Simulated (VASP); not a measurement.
# Ge (Fd-3m) in VASP: further runs

Runs on Ge. Level: PBE. Tasks: relaxation of cell and atoms.

Everything below comes from runs of VASP 6.6.1. Logs are shortened: lines on timing, memory, paths and dates and some standing lists are left out, and cuts for length are marked.

## Step 1: The cell of the first run

Symmetry: Fd-3m, No. 227, cubic system. Conventional cell: a = 5.658 Å, b = 5.658 Å, c = 5.658 Å, α = 90.00°, β = 90.00°, γ = 90.00°. Within 3.2 Å of Ge (site symmetry -43m) lie 4 Ge at 2.45 Å.

## Step 2: Relaxation of cell and atoms, PBE, target pressure 20 GPa, at which the enthalpy is minimised

Input file INCAR:

```
SYSTEM = Ge
PREC = Accurate
ENCUT = 600
EDIFF = 1E-7
ISMEAR = -1
SIGMA = 0.02
LREAL = .FALSE.
LASPH = .TRUE.
NELM = 100
ALGO = Normal
ISIF = 3
LWAVE = .FALSE.
LCHARG = .FALSE.
GGA = PE
IBRION = 2
NSW = 50
EDIFFG = -0.02
PSTRESS = 200.0
```

Input file KPOINTS:

```
regular mesh
0
G
  6 6 6
  0 0 0
```

Input file POSCAR:

```
Ge
1.0
    0.0000000000      2.8289100000      2.8289100000
    2.8289100000      0.0000000000      2.8289100000
    2.8289100000      2.8289100000      0.0000000000
Ge
2
Direct
    0.0000000000      0.0000000000      0.0000000000
    0.2500000000      0.2500000000      0.2500000000
```

Potentials or basis: VASP PAW PBE potentials, release 64 (Ge_d).

Run with:

```bash
> cat potpaw_PBE.64/Ge_d/POTCAR > POTCAR
> mpirun -np 1 vasp_std > vasp.out
```

OUTCAR:

```text
SYSTEM = Ge
   PREC = Accurate
   ENCUT = 600
   EDIFF = 1E-7
   ISMEAR = -1
   LREAL = .FALSE.
   LASPH = .TRUE.
   NELM = 100
   ISIF = 3
   GGA = PE
   IBRION = 2
   NSW = 50
   EDIFFG = -0.02
   PSTRESS = 200.0

 ion  position               nearest neighbor table
   1  0.000  0.000  0.000-   2 2.45   2 2.45   2 2.45   2 2.45
   2  0.250  0.250  0.250-   1 2.45   1 2.45   1 2.45   1 2.45

  LATTYP: Found a face centered cubic cell.
 ALAT       =     5.6578200000

  Lattice vectors:

 A1 = (   0.0000000000,   2.8289100000,   2.8289100000)
 A2 = (   2.8289100000,   0.0000000000,   2.8289100000)
 A3 = (   2.8289100000,   2.8289100000,   0.0000000000)

Analysis of symmetry for initial positions (statically):
=====================================================================
 Subroutine PRICEL returns:
 Original cell was already a primitive cell.

 Routine SETGRP: Setting up the symmetry group for a
 face centered cubic supercell.

 Subroutine GETGRP returns: Found 48 space group operations
 (whereof 24 operations were pure point group operations)
 out of a pool of 48 trial point group operations.

The static configuration has the point symmetry T_d .
 The point group associated with its full space group is O_h .

Analysis of symmetry for dynamics (positions and initial velocities):
=====================================================================
 Subroutine PRICEL returns:
 Original cell was already a primitive cell.

 Routine SETGRP: Setting up the symmetry group for a
 face centered cubic supercell.

 Subroutine GETGRP returns: Found 48 space group operations
 (whereof 24 operations were pure point group operations)
 out of a pool of 48 trial point group operations.

The dynamic configuration has the point symmetry T_d .
 The point group associated with its full space group is O_h .

 Subroutine INISYM returns: Found 48 space group operations
 (whereof 24 operations are pure point group operations),
 and found     1 'primitive' translations

----------------------------------------------------------------------------------------

                                     Primitive cell

  volume of cell :      45.2780

  direct lattice vectors                    reciprocal lattice vectors
     0.000000000  2.828910000  2.828910000    -0.176746521  0.176746521  0.176746521
     2.828910000  0.000000000  2.828910000     0.176746521 -0.176746521  0.176746521
     2.828910000  2.828910000  0.000000000     0.176746521  0.176746521 -0.176746521

  length of vectors
     4.000682889  4.000682889  4.000682889     0.306133954  0.306133954  0.306133954

  position of ions in fractional coordinates (direct lattice)
     0.000000000  0.000000000  0.000000000
     0.250000000  0.250000000  0.250000000

  ion indices of the primitive-cell ions
   primitive index   ion index
                 1           1
                 2           2

----------------------------------------------------------------------------------------

 KPOINTS: regular mesh

Automatic generation of k-mesh.
 Grid dimensions read from file:
 generate k-points for:    6    6    6

 Generating k-lattice:

  Cartesian coordinates                     Fractional coordinates (reciprocal lattice)
    -0.029457753  0.029457753  0.029457753     0.166666667  0.000000000  0.000000000
     0.029457753 -0.029457753  0.029457753     0.000000000  0.166666667  0.000000000
     0.029457753  0.029457753 -0.029457753     0.000000000  0.000000000  0.166666667

  Length of vectors
     0.051022326  0.051022326  0.051022326

  Shift w.r.t. Gamma in fractional coordinates (k-lattice)
     0.000000000  0.000000000  0.000000000

 Subroutine IBZKPT returns following result:
 ===========================================

 Found     16 irreducible k-points:

 Following reciprocal coordinates:
            Coordinates               Weight
  0.000000  0.000000  0.000000      1.000000
  0.166667  0.000000  0.000000      8.000000
  0.333333  0.000000  0.000000      8.000000
  0.500000  0.000000  0.000000      4.000000
  0.166667  0.166667  0.000000      6.000000
  0.333333  0.166667  0.000000     24.000000
[... 8 lines left out ...]
 -0.333333  0.333333  0.166667     24.000000
 -0.333333  0.500000  0.166667     12.000000
   k-points           NKPTS =     16   k-points in BZ     NKDIM =     16   number of bands    NBANDS=     18
   number of dos      NEDOS =    301   number of ions     NIONS =      2
   total plane-waves  NPLWV =  32768
   dimension x,y,z NGX =    32 NGY =   32 NGZ =   32
   dimension x,y,z NGXF=    64 NGYF=   64 NGZF=   64
   ions per type =               2
   NGX,Y,Z   is equivalent  to a cutoff of  13.30, 13.30, 13.30 a.u.
   NGXF,Y,Z  is equivalent  to a cutoff of  26.59, 26.59, 26.59 a.u.
 SYSTEM =  Ge
   PREC   = accura    normal or accurate (medium, high low for compatibility)
   ISTART =      0    job   : 0-new  1-cont  2-samecut
   ICHARG =      2    charge: 1-file 2-atom 10-const
   ISPIN  =      1    spin polarized calculation?
   LNONCOLLINEAR =      F non collinear calculations
   LSORBIT =      F    spin-orbit coupling
   LASPH  =      T    aspherical Exc in radial PAW
   ENCUT  =  600.0 eV  44.10 Ry    6.64 a.u.   7.99  7.99  7.99*2*pi/ulx,y,z
   NELM   =    100;   NELMIN=  2; NELMDL= -5     # of ELM steps
   EDIFF  = 0.1E-06   stopping-criterion for ELM
   LREAL  =      F    real-space projection
   EDIFFG = -.2E-01   stopping-criterion for IOM
   NSW    =     50    number of steps for IOM
   IBRION =      2    ionic relax: 0-MD 1-quasi-New 2-CG
   NFREE  =      1    steps in history (QN), initial steepest desc. (CG)
   ISIF   =      3    stress and relaxation
   ISYM   =      2    0-nonsym 1-usesym 2-fastsym
   POTIM  = 0.5000    time-step for ionic-motion
   TEBEG  =    0.0;   TEEND  =   0.0 temperature during run
   PSTRESS=  200.0 pullay stress
   NELECT =      28.0000    total number of electrons
   NUPDOWN=      -1.0000    fix difference up-down
   EMIN   =  10.00;   EMAX   =-10.00  energy-range for DOS
   EFERMI =   0.00;   METHOD = LEGACY
   ISMEAR =    -1;   SIGMA  =   0.02  broadening in eV -4-tet -1-fermi 0-gaus
   EFERMI_NEDOS =   21; number of points for ismear=-14 and -15
   IALGO  =     38    algorithm
   IMIX   =      4    mixing-type and parameters
     AMIX     =   0.40;   BMIX     =  1.00
     AMIX_MAG =   1.60;   BMIX_MAG =  1.00
  volume/ion in A,a.u.               =      22.64       152.78
  Fermi-wavevector in a.u.,A,eV,Ry     =   1.394756  2.635708 26.468033  1.945346
  Thomas-Fermi vector in A             =   2.518275
   LORBIT       =      0    0 simple, 1 ext, 2 COOP (PROOUT), +10 PAW based schemes
   GGA     = PE    functional components
   LHFCALC =     F    Hartree Fock is set to
   AEXX    =    0.0000 exact exchange contribution
   IVDW    =     0    specifies the selected vdW correction
   LEPSILON=     F    determine dielectric tensor
   LRPA    =     F    only Hartree local field effects (RPA)
 conjugate gradient relaxation of ions
 non-spin polarized calculation
  energy-cutoff  :      600.00
  volume of cell :       45.28
 maximum number of plane-waves:      1527
   NGX = 15   NGY = 15   NGZ = 15

--------------------------------------- Ionic step        1  -------------------------------------------

 number of electron      28.0000013 magnetization

 Free energy of the ion-electron system (eV)
  ---------------------------------------------------
  ext. energy  EPLUGINS =         0.00000000
  ---------------------------------------------------
  free energy    TOTEN  =        -8.96508347 eV

  energy without entropy =       -8.96470926  energy(sigma->0) =       -8.96489636

 E-fermi :   5.0356     XC(G=0):  -9.9172

 val. band max:        5.0021457174   @ k =   0.0000   0.0000   0.0000
 cond. band min:       5.0377423177   @ k =   0.0000   0.0000   0.0000
 fundamental gap:      0.0355966002
 Fermi energy:         5.0355606759

 k-point     1 :       0.0000    0.0000    0.0000
  band No.  band energies     occupation
      1     -19.8104      2.00000
      2     -19.8104      2.00000
      3     -19.8104      2.00000
      4     -19.7744      2.00000
      5     -19.7744      2.00000
      6     -19.5638      2.00000
[... 10 lines left out ...]
     17       7.5529      0.00000
     18       7.5529      0.00000
[... 456 lines left out ...]
  FREE ENERGIE OF THE ION-ELECTRON SYSTEM (eV)
  ---------------------------------------------------
  free  energy   TOTEN  =        -8.5457553133 eV

  energy  without entropy=       -8.5457549998  energy(sigma->0) =       -8.54575516

  enthalpy is  TOTEN    =        -3.6886220956 eV   P V=        4.8571332176

--------------------------------------- Ionic step        5  -------------------------------------------

 number of electron      28.0000004 magnetization

 Free energy of the ion-electron system (eV)
  ---------------------------------------------------
  ext. energy  EPLUGINS =         0.00000000
  ---------------------------------------------------
  free energy    TOTEN  =        -8.53069300 eV

  energy without entropy =       -8.53069264  energy(sigma->0) =       -8.53069282

 E-fermi :   6.8575     XC(G=0): -10.6751

 val. band max:        6.6469180589   @ k =   0.0000   0.0000   0.0000
 cond. band min:       7.0826903626   @ k =   0.3333   0.3333   0.0000
 fundamental gap:      0.4357723036
 Fermi energy:         6.8575471011

 k-point     1 :       0.0000    0.0000    0.0000
  band No.  band energies     occupation
      1     -18.4631      2.00000
      2     -18.4631      2.00000
      3     -18.4631      2.00000
      4     -18.4136      2.00000
      5     -18.4136      2.00000
      6     -18.1032      2.00000
[... 10 lines left out ...]
     17       9.2382      0.00000
     18       9.2382      0.00000
[... 335 lines left out ...]
 POSITION                                       TOTAL-FORCE (eV/Angst)
 -----------------------------------------------------------------------------------
      0.00000      0.00000      0.00000         0.000000      0.000000      0.000000
      1.34337      1.34337      1.34337        -0.000000     -0.000000     -0.000000
 -----------------------------------------------------------------------------------
    total drift:                               -0.000000      0.000000      0.000000

  FREE ENERGIE OF THE ION-ELECTRON SYSTEM (eV)
  ---------------------------------------------------
  free  energy   TOTEN  =        -8.5306929961 eV

  energy  without entropy=       -8.5306926419  energy(sigma->0) =       -8.53069282

  enthalpy is  TOTEN    =        -3.6886465295 eV   P V=        4.8420464666

 reached required accuracy - stopping structural energy minimisation
```

Run time: 36 s. Hardware: 1 thread of Intel Xeon Platinum 8559C (Emerald Rapids), shared host; peak memory 0.18 GiB.

What came out:

- Free energy: -8.5307 eV
- Relaxed volume: 19.39 Å³/atom
- Relaxed cell: a = 3.800 Å, b = 3.800 Å, c = 3.800 Å, α = 60.00°, β = 60.00°, γ = 60.00°
- Space group after relaxing (to 0.05 Å): Fd-3m (No. 227)
- Energy change on relaxing (the enthalpy is what falls): +217.2 meV/atom
- Ionic steps: 5
- Pressure after relaxing: 20.2 GPa
- Band gap on the k mesh: 0.44 eV, indirect (least direct gap 1.53 eV)

The path:
| step | energy change (eV) | largest force (eV/Å) | pressure (GPa) | volume (Å³) |
| --- | --- | --- | --- | --- |
| 1 | 0.0000 | 0.0000 | 3.54 | 45.28 |
| 2 | 2.1442 | 0.0000 | 63.32 | 31.69 |
| 3 | 0.3897 | 0.0000 | 18.89 | 39.16 |
| 4 | 0.4193 | 0.0000 | 19.78 | 38.91 |
| 5 | 0.4344 | 0.0000 | 20.16 | 38.79 |

Final structure:
```
Ge
1.0
     0.00000    2.68675    2.68675
     2.68675    0.00000    2.68675
     2.68675    2.68675    0.00000
Ge
2
Cartesian
  0.0000 0.0000 0.0000
  1.3434 1.3434 1.3434
```

Caveat: the cell is relaxed towards a set pressure, so the enthalpy falls and the energy may rise.

(Part 1 of 3 ends here.)
